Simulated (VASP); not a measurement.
# LuBeSi4 (F-43m) in VASP: notebook

LuBeSi4 is run at these levels: PBE; tasks: single point, relaxation of cell and atoms.

Everything below comes from runs of VASP 6.6.1. Logs are shortened: lines on timing, memory, paths and dates and some standing lists are left out, and cuts for length are marked.

## (1) The cell of the first run

It takes space group F-43m (No. 216, cubic). The conventional cell has a = 7.326 Å, b = 7.326 Å, c = 7.326 Å, α = 90.00°, β = 90.00°, γ = 90.00°. Within 4.1 Å of Lu (site symmetry -43m) lie 12 Si at 3.11 Å and 4 Be at 3.17 Å. Within 2.5 Å of Be (site symmetry -43m) lie 4 Si at 1.92 Å. Within 2.5 Å of Si (site symmetry 3m) lie 1 Be at 1.92 Å and 3 Si at 2.05 Å.

## (2) Single point, PBE

Contents of INCAR:

```
PREC = Accurate
ENCUT = 520
EDIFF = 1E-6
ISMEAR = 0
SIGMA = 0.1
LREAL = False
LASPH = True
NELM = 60
ALGO = Normal
ISIF = 2
LWAVE = False
LCHARG = False
GGA = PE
NBANDS = 30
```

Contents of KPOINTS:

```
regular mesh
0
Gamma
  4 4 4
```

Contents of POSCAR:

```
LuBeSi4
1.0
    0.0000000000      3.6627614300      3.6627614300
    3.6627614300      0.0000000000      3.6627614300
    3.6627614300      3.6627614300      0.0000000000
Lu Be Si
1 1 4
Direct
    0.2500000000      0.2500000000      0.2500000000
    0.0000000000      0.0000000000      0.0000000000
    0.8489440500      0.8489440500      0.8489440500
    0.8489440500      0.8489440500      0.4531678400
    0.8489440500      0.4531678400      0.8489440500
    0.4531678400      0.8489440500      0.8489440500
```

Potentials or basis: VASP PAW PBE potentials, release 64 (Lu, Be, Si).

Started as:

```
$ cat potpaw_PBE.64/Lu/POTCAR potpaw_PBE.64/Be/POTCAR potpaw_PBE.64/Si/POTCAR > POTCAR
$ mpirun -np 1 vasp_std > vasp.out
```

OUTCAR:

```text
PREC = Accurate
   ENCUT = 520
   EDIFF = 1E-6
   ISMEAR = 0
   LREAL = False
   LASPH = True
   NELM = 60
   ISIF = 2
   GGA = PE

 ion  position               nearest neighbor table
   1  0.250  0.250  0.250-   4 3.11   5 3.11   4 3.11   6 3.11   5 3.11   6 3.11   3 3.11   3 3.11
                             3 3.11   4 3.11   5 3.11   6 3.11
   2  0.000  0.000  0.000-   4 1.92   5 1.92   6 1.92   3 1.92
   3  0.849  0.849  0.849-   2 1.92   4 2.05   5 2.05   6 2.05   1 3.11   1 3.11   1 3.11   5 3.13
                             4 3.13   6 3.13
   4  0.849  0.849  0.453-   2 1.92   3 2.05   5 2.05   6 2.05   1 3.11   1 3.11   1 3.11   3 3.13
                             5 3.13   6 3.13
   5  0.849  0.453  0.849-   2 1.92   3 2.05   4 2.05   6 2.05   1 3.11   1 3.11   1 3.11   4 3.13
                             3 3.13   6 3.13
   6  0.453  0.849  0.849-   2 1.92   3 2.05   4 2.05   5 2.05   1 3.11   1 3.11   1 3.11   5 3.13
                             4 3.13   3 3.13

  LATTYP: Found a face centered cubic cell.
 ALAT       =     7.3255228600

  Lattice vectors:

 A1 = (   0.0000000000,   3.6627614300,   3.6627614300)
 A2 = (   3.6627614300,   0.0000000000,   3.6627614300)
 A3 = (   3.6627614300,   3.6627614300,   0.0000000000)

Analysis of symmetry for initial positions (statically):
=====================================================================
 Subroutine PRICEL returns:
 Original cell was already a primitive cell.

 Routine SETGRP: Setting up the symmetry group for a
 face centered cubic supercell.

 Subroutine GETGRP returns: Found 24 space group operations
 (whereof 24 operations were pure point group operations)
 out of a pool of 48 trial point group operations.

The static configuration has the point symmetry T_d .

Analysis of symmetry for dynamics (positions and initial velocities):
=====================================================================
 Subroutine PRICEL returns:
 Original cell was already a primitive cell.

 Routine SETGRP: Setting up the symmetry group for a
 face centered cubic supercell.

 Subroutine GETGRP returns: Found 24 space group operations
 (whereof 24 operations were pure point group operations)
 out of a pool of 48 trial point group operations.

The dynamic configuration has the point symmetry T_d .

 Subroutine INISYM returns: Found 24 space group operations
 (whereof 24 operations are pure point group operations),
 and found     1 'primitive' translations
[... 86 lines left out ...]
   EDIFF  = 0.1E-05   stopping-criterion for ELM
   LREAL  =      F    real-space projection
   EDIFFG = 0.1E-04   stopping-criterion for IOM
   NSW    =      0    number of steps for IOM
   IBRION =     -1    ionic relax: 0-MD 1-quasi-New 2-CG
   NFREE  =      0    steps in history (QN), initial steepest desc. (CG)
   ISIF   =      2    stress and relaxation
   ISYM   =      2    0-nonsym 1-usesym 2-fastsym
   POTIM  = 0.5000    time-step for ionic-motion
   TEBEG  =    0.0;   TEEND  =   0.0 temperature during run
   PSTRESS=    0.0 pullay stress
   NELECT =      43.0000    total number of electrons
   NUPDOWN=      -1.0000    fix difference up-down
   EMIN   =  10.00;   EMAX   =-10.00  energy-range for DOS
   EFERMI =   0.00;   METHOD = LEGACY
   ISMEAR =     0;   SIGMA  =   0.10  broadening in eV -4-tet -1-fermi 0-gaus
   EFERMI_NEDOS =   21; number of points for ismear=-14 and -15
   IALGO  =     38    algorithm
   IMIX   =      4    mixing-type and parameters
     AMIX     =   0.40;   BMIX     =  1.00
     AMIX_MAG =   1.60;   BMIX_MAG =  1.00
  volume/ion in A,a.u.               =      16.38       110.54
  Fermi-wavevector in a.u.,A,eV,Ry     =   1.242832  2.348612 21.015979  1.544631
  Thomas-Fermi vector in A             =   2.377169
   LORBIT       =      0    0 simple, 1 ext, 2 COOP (PROOUT), +10 PAW based schemes
   GGA     = PE    functional components
   LHFCALC =     F    Hartree Fock is set to
   AEXX    =    0.0000 exact exchange contribution
   IVDW    =     0    specifies the selected vdW correction
   LEPSILON=     F    determine dielectric tensor
   LRPA    =     F    only Hartree local field effects (RPA)
 non-spin polarized calculation
 Gauss-broadening in eV      SIGMA  =   0.10
  energy-cutoff  :      520.00
  volume of cell :       98.28
 maximum number of plane-waves:      2685
 NGX is ok and might be reduce to    40
   NGX = 19   NGY = 19   NGZ = 19

 number of electron      43.0000004 magnetization

 Free energy of the ion-electron system (eV)
  ---------------------------------------------------
  ext. energy  EPLUGINS =         0.00000000
  ---------------------------------------------------
  free energy    TOTEN  =       -24.00477310 eV

  energy without entropy =      -23.97722791  energy(sigma->0) =      -23.99100050

 E-fermi :   7.2839     XC(G=0): -10.3761

 val. band max:        7.2746106967   @ k =   0.5000   0.2500   0.0000
 cond. band min:       7.3648864602   @ k =   0.5000   0.0000   0.0000
 fundamental gap:      0.0902757635
 Fermi energy:         7.2839280691

 k-point     1 :       0.0000    0.0000    0.0000
  band No.  band energies     occupation
      1     -50.0516      2.00000
      2     -20.7168      2.00000
      3     -20.7168      2.00000
      4     -20.7168      2.00000
      5      -7.9847      2.00000
      6      -1.2816      2.00000
[... 253 lines left out ...]
     29      11.5374      0.00000
     30      11.7874      0.00000

------------------------ aborting loop because EDIFF is reached ----------------------------------------

  FORCE on cell =-STRESS in cart. coord.  units (eV):
  Direction    XX          YY          ZZ          XY          YZ          ZX
  --------------------------------------------------------------------------------------
  -------------------------------------------------------------------------------------
  Total       23.4001766     23.4001766     23.4001766      0.0000000      0.0000000      0.0000000
  in kB      381.4818011    381.4818011    381.4818011      0.0000000      0.0000000      0.0000000
  external PRESSURE =     381.4818011 kB  Pullay stress =       0.0000000 kB

 VOLUME and BASIS-vectors are now :
 -----------------------------------------------------------------------------
  energy-cutoff  :      520.00
  volume of cell :       98.28
      direct lattice vectors                 reciprocal lattice vectors
     0.000000000  3.662761430  3.662761430    -0.136509027  0.136509027  0.136509027
     3.662761430  0.000000000  3.662761430     0.136509027 -0.136509027  0.136509027
     3.662761430  3.662761430  0.000000000     0.136509027  0.136509027 -0.136509027

 POSITION                                       TOTAL-FORCE (eV/Angst)
 -----------------------------------------------------------------------------------
      1.83138      1.83138      1.83138         0.000000      0.000000      0.000000
      0.00000      0.00000      0.00000         0.000000      0.000000      0.000000
      6.21896      6.21896      6.21896         4.148484      4.148484      4.148484
      4.76933      4.76933      6.21896        -4.148484     -4.148484      4.148484
      4.76933      6.21896      4.76933        -4.148484      4.148484     -4.148484
      6.21896      4.76933      4.76933         4.148484     -4.148484     -4.148484
 -----------------------------------------------------------------------------------
    total drift:                               -0.000000     -0.000000     -0.000000

  FREE ENERGIE OF THE ION-ELECTRON SYSTEM (eV)
  ---------------------------------------------------
  free  energy   TOTEN  =       -24.0047731018 eV

  energy  without entropy=      -23.9772279051  energy(sigma->0) =      -23.99100050
```

stdout:

```text
POSCAR found type information on POSCAR LuBeSi
 POSCAR found :  3 types and       6 ions
 scaLAPACK will be used
 LDA part: xc-table for (Slater+PW92), standard interpolation
 POSCAR, INCAR and KPOINTS ok, starting setup
 FFT: planning ... GRIDC
 FFT: planning ... GRID_SOFT
 FFT: planning ... GRID
 WAVECAR not read
 entering main loop
```

Wall time 37 s (1 thread of AMD EPYC 7R43 (Zen 3), shared host); peak memory 0.21 GiB.

What came out:

```
Free energy   : -24.0048 eV
Pressure      : 38.1 GPa
Largest force : 7.185 eV/Å
```

Forces in eV/Å, atoms in the order of the input:
```
Lu   0.000  0.000  0.000
Be   0.000  0.000  0.000
Si   4.148  4.148  4.148
Si  -4.148 -4.148  4.148
Si  -4.148  4.148 -4.148
Si   4.148 -4.148 -4.148
```

Caveat: the k points lie up to 0.37 Å⁻¹ apart; spin-orbit coupling is left out, which moves the levels of the heavy elements; forces of over 1 eV/Å act on the atoms, so gaps and moduli don't describe the material at rest.

## (3) Single point, PBE

This run uses another cell than the first one, of 22.06 Å³/atom, 1.347 times its volume.

Contents of INCAR:

```
SYSTEM = LuBeSi4
ALGO = Normal
EDIFF = 1E-6
ENCUT = 520
GGA = PE
ISIF = 2
ISMEAR = 0
LASPH = .TRUE.
LCHARG = .FALSE.
LREAL = .FALSE.
LWAVE = .FALSE.
NBANDS = 30
NELM = 100
PREC = Accurate
SIGMA = 0.1
```

Contents of KPOINTS:

```
k-points
0
G
  4 4 4
  0 0 0
```

Contents of POSCAR:

```
LuBeSi4
1.0
    0.0000000000      4.0446732189      4.0446732189
    4.0446732189      0.0000000000      4.0446732189
    4.0446732189      4.0446732189      0.0000000000
Lu Be Si
1 1 4
Direct
    0.2500000000      0.2500000000      0.2500000000
    0.0000000000      0.0000000000      0.0000000000
    0.8525228428      0.8525228428      0.8525228428
    0.8525228428      0.8525228428      0.4424314715
    0.8525228428      0.4424314715      0.8525228428
    0.4424314715      0.8525228428      0.8525228428
```

Potentials or basis: VASP PAW PBE potentials, release 64 (Lu, Be, Si).

Started as:

```
$ cat potpaw_PBE.64/Lu/POTCAR potpaw_PBE.64/Be/POTCAR potpaw_PBE.64/Si/POTCAR > POTCAR
$ mpirun -np 1 vasp_std > vasp.out
```

OUTCAR:

```text
SYSTEM = LuBeSi4
   EDIFF = 1E-6
   ENCUT = 520
   GGA = PE
   ISIF = 2
   ISMEAR = 0
   LASPH = .TRUE.
   LREAL = .FALSE.
   NELM = 100
   PREC = Accurate

 ion  position               nearest neighbor table
   1  0.250  0.250  0.250-   5 3.42   6 3.42   4 3.42   4 3.42   5 3.42   6 3.42   3 3.42   3 3.42
                             3 3.42   4 3.42   5 3.42   6 3.42
   2  0.000  0.000  0.000-   4 2.07   5 2.07   6 2.07   3 2.07
   3  0.853  0.853  0.853-   2 2.07   4 2.35   5 2.35   6 2.35   1 3.42   1 3.42   1 3.42
   4  0.853  0.853  0.442-   2 2.07   3 2.35   5 2.35   6 2.35   1 3.42   1 3.42   1 3.42
   5  0.853  0.442  0.853-   2 2.07   3 2.35   4 2.35   6 2.35   1 3.42   1 3.42   1 3.42
   6  0.442  0.853  0.853-   2 2.07   3 2.35   4 2.35   5 2.35   1 3.42   1 3.42   1 3.42

  LATTYP: Found a face centered cubic cell.
 ALAT       =     8.0893464378

  Lattice vectors:

 A1 = (   0.0000000000,   4.0446732189,   4.0446732189)
 A2 = (   4.0446732189,   0.0000000000,   4.0446732189)
 A3 = (   4.0446732189,   4.0446732189,   0.0000000000)

Analysis of symmetry for initial positions (statically):
=====================================================================
 Subroutine PRICEL returns:
 Original cell was already a primitive cell.

 Routine SETGRP: Setting up the symmetry group for a
 face centered cubic supercell.

 Subroutine GETGRP returns: Found 24 space group operations
 (whereof 24 operations were pure point group operations)
 out of a pool of 48 trial point group operations.

The static configuration has the point symmetry T_d .

Analysis of symmetry for dynamics (positions and initial velocities):
=====================================================================
 Subroutine PRICEL returns:
 Original cell was already a primitive cell.

 Routine SETGRP: Setting up the symmetry group for a
 face centered cubic supercell.

 Subroutine GETGRP returns: Found 24 space group operations
 (whereof 24 operations were pure point group operations)
 out of a pool of 48 trial point group operations.

The dynamic configuration has the point symmetry T_d .

 Subroutine INISYM returns: Found 24 space group operations
 (whereof 24 operations are pure point group operations),
 and found     1 'primitive' translations

----------------------------------------------------------------------------------------

                                     Primitive cell

  volume of cell :     132.3367

  direct lattice vectors                    reciprocal lattice vectors
     0.000000000  4.044673219  4.044673219    -0.123619381  0.123619381  0.123619381
     4.044673219  0.000000000  4.044673219     0.123619381 -0.123619381  0.123619381
     4.044673219  4.044673219  0.000000000     0.123619381  0.123619381 -0.123619381

  length of vectors
     5.720031722  5.720031722  5.720031722     0.214115049  0.214115049  0.214115049

  position of ions in fractional coordinates (direct lattice)
     0.250000000  0.250000000  0.250000000
     0.000000000  0.000000000  0.000000000
     0.852522843  0.852522843  0.852522843
     0.852522843  0.852522843  0.442431472
     0.852522843  0.442431472  0.852522843
     0.442431472  0.852522843  0.852522843

  ion indices of the primitive-cell ions
[... 36 lines left out ...]
  0.000000  0.000000  0.000000      1.000000
  0.250000  0.000000  0.000000      8.000000
  0.500000  0.000000  0.000000      4.000000
  0.250000  0.250000  0.000000      6.000000
  0.500000  0.250000  0.000000     24.000000
 -0.250000  0.250000  0.000000     12.000000
  0.500000  0.500000  0.000000      3.000000
 -0.250000  0.500000  0.250000      6.000000
   k-points           NKPTS =      8   k-points in BZ     NKDIM =      8   number of bands    NBANDS=     30
   number of dos      NEDOS =    301   number of ions     NIONS =      6
   total plane-waves  NPLWV = 110592
   dimension x,y,z NGX =    48 NGY =   48 NGZ =   48
   dimension x,y,z NGXF=    96 NGYF=   96 NGZF=   96
   ions per type =               1   1   4
   NGX,Y,Z   is equivalent  to a cutoff of  13.95, 13.95, 13.95 a.u.
   NGXF,Y,Z  is equivalent  to a cutoff of  27.90, 27.90, 27.90 a.u.
 SYSTEM =  LuBeSi4
   PREC   = accura    normal or accurate (medium, high low for compatibility)
   ISTART =      0    job   : 0-new  1-cont  2-samecut
   ICHARG =      2    charge: 1-file 2-atom 10-const
   ISPIN  =      1    spin polarized calculation?
   LNONCOLLINEAR =      F non collinear calculations
   LSORBIT =      F    spin-orbit coupling
   LASPH  =      T    aspherical Exc in radial PAW
   ENCUT  =  520.0 eV  38.22 Ry    6.18 a.u.  10.64 10.64 10.64*2*pi/ulx,y,z
   NELM   =    100;   NELMIN=  2; NELMDL= -5     # of ELM steps
   EDIFF  = 0.1E-05   stopping-criterion for ELM
   LREAL  =      F    real-space projection
   EDIFFG = 0.1E-04   stopping-criterion for IOM
   NSW    =      0    number of steps for IOM
   IBRION =     -1    ionic relax: 0-MD 1-quasi-New 2-CG
   NFREE  =      0    steps in history (QN), initial steepest desc. (CG)
   ISIF   =      2    stress and relaxation
   ISYM   =      2    0-nonsym 1-usesym 2-fastsym
   POTIM  = 0.5000    time-step for ionic-motion
   TEBEG  =    0.0;   TEEND  =   0.0 temperature during run
   PSTRESS=    0.0 pullay stress
   NELECT =      43.0000    total number of electrons
   NUPDOWN=      -1.0000    fix difference up-down
   EMIN   =  10.00;   EMAX   =-10.00  energy-range for DOS
   EFERMI =   0.00;   METHOD = LEGACY
   ISMEAR =     0;   SIGMA  =   0.10  broadening in eV -4-tet -1-fermi 0-gaus
   EFERMI_NEDOS =   21; number of points for ismear=-14 and -15
   IALGO  =     38    algorithm
   IMIX   =      4    mixing-type and parameters
     AMIX     =   0.40;   BMIX     =  1.00
     AMIX_MAG =   1.60;   BMIX_MAG =  1.00
  volume/ion in A,a.u.               =      22.06       148.84
  Fermi-wavevector in a.u.,A,eV,Ry     =   1.125479  2.126848 17.234552  1.266704
  Thomas-Fermi vector in A             =   2.262157
   LORBIT       =      0    0 simple, 1 ext, 2 COOP (PROOUT), +10 PAW based schemes
   GGA     = PE    functional components
   LHFCALC =     F    Hartree Fock is set to
   AEXX    =    0.0000 exact exchange contribution
   IVDW    =     0    specifies the selected vdW correction
   LEPSILON=     F    determine dielectric tensor
   LRPA    =     F    only Hartree local field effects (RPA)
 non-spin polarized calculation
 Gauss-broadening in eV      SIGMA  =   0.10
  energy-cutoff  :      520.00
  volume of cell :      132.34
 maximum number of plane-waves:      3590
 NGX is ok and might be reduce to    48
   NGX = 21   NGY = 21   NGZ = 21

 number of electron      42.9999995 magnetization

 Free energy of the ion-electron system (eV)
  ---------------------------------------------------
  ext. energy  EPLUGINS =         0.00000000
  ---------------------------------------------------
  free energy    TOTEN  =       -27.67526894 eV

  energy without entropy =      -27.64554262  energy(sigma->0) =      -27.66040578

 E-fermi :   4.7673     XC(G=0):  -9.1738

 val. band max:        4.5328610832   @ k =  -0.2500   0.2500   0.0000
 cond. band min:       4.7700551004   @ k =   0.5000   0.2500   0.0000
 fundamental gap:      0.2371940172
 Fermi energy:         4.7672679628

 k-point     1 :       0.0000    0.0000    0.0000
  band No.  band energies     occupation
      1     -53.3654      2.00000
      2     -23.9537      2.00000
      3     -23.9537      2.00000
      4     -23.9537      2.00000
      5      -7.9678      2.00000
      6      -2.4085      2.00000
[... 253 lines left out ...]
     29       8.0174      0.00000
     30       8.2237      0.00000

------------------------ aborting loop because EDIFF is reached ----------------------------------------

  FORCE on cell =-STRESS in cart. coord.  units (eV):
  Direction    XX          YY          ZZ          XY          YZ          ZX
  --------------------------------------------------------------------------------------
  -------------------------------------------------------------------------------------
  Total        0.1189702      0.1189702      0.1189702      0.0000000     -0.0000000      0.0000000
  in kB        1.4403515      1.4403515      1.4403515      0.0000000     -0.0000000      0.0000000
  external PRESSURE =       1.4403515 kB  Pullay stress =       0.0000000 kB

 VOLUME and BASIS-vectors are now :
 -----------------------------------------------------------------------------
  energy-cutoff  :      520.00
  volume of cell :      132.34
      direct lattice vectors                 reciprocal lattice vectors
     0.000000000  4.044673219  4.044673219    -0.123619381  0.123619381  0.123619381
     4.044673219  0.000000000  4.044673219     0.123619381 -0.123619381  0.123619381
     4.044673219  4.044673219  0.000000000     0.123619381  0.123619381 -0.123619381

 POSITION                                       TOTAL-FORCE (eV/Angst)
 -----------------------------------------------------------------------------------
      2.02234      2.02234      2.02234         0.000000      0.000000      0.000000
      0.00000      0.00000      0.00000         0.000000      0.000000      0.000000
      6.89635      6.89635      6.89635        -0.011391     -0.011391     -0.011391
      5.23767      5.23767      6.89635         0.011391      0.011391     -0.011391
      5.23767      6.89635      5.23767         0.011391     -0.011391      0.011391
      6.89635      5.23767      5.23767        -0.011391      0.011391      0.011391
 -----------------------------------------------------------------------------------
    total drift:                                0.000000      0.000000      0.000000

  FREE ENERGIE OF THE ION-ELECTRON SYSTEM (eV)
  ---------------------------------------------------
  free  energy   TOTEN  =       -27.6752689434 eV

  energy  without entropy=      -27.6455426183  energy(sigma->0) =      -27.66040578
```

stdout:

```text
POSCAR found type information on POSCAR LuBeSi
 POSCAR found :  3 types and       6 ions
 scaLAPACK will be used
 LDA part: xc-table for (Slater+PW92), standard interpolation
 POSCAR, INCAR and KPOINTS ok, starting setup
 FFT: planning ... GRIDC
 FFT: planning ... GRID_SOFT
 FFT: planning ... GRID
 WAVECAR not read
 entering main loop
```

It took 65 s on 1 thread of AMD EPYC 7R43 (Zen 3), shared host; peak memory 0.29 GiB.

What came out:

```
Free energy   : -27.6753 eV
Pressure      : 0.1 GPa
Largest force : 0.020 eV/Å
```

Forces on the atoms (eV/Å):
```
Lu   0.000  0.000  0.000
Be   0.000  0.000  0.000
Si  -0.011 -0.011 -0.011
Si   0.011  0.011 -0.011
Si   0.011 -0.011  0.011
Si  -0.011  0.011  0.011
```

Caveat: spin-orbit coupling is left out, which moves the levels of the heavy elements.

(Part 1 of 2 ends here.)
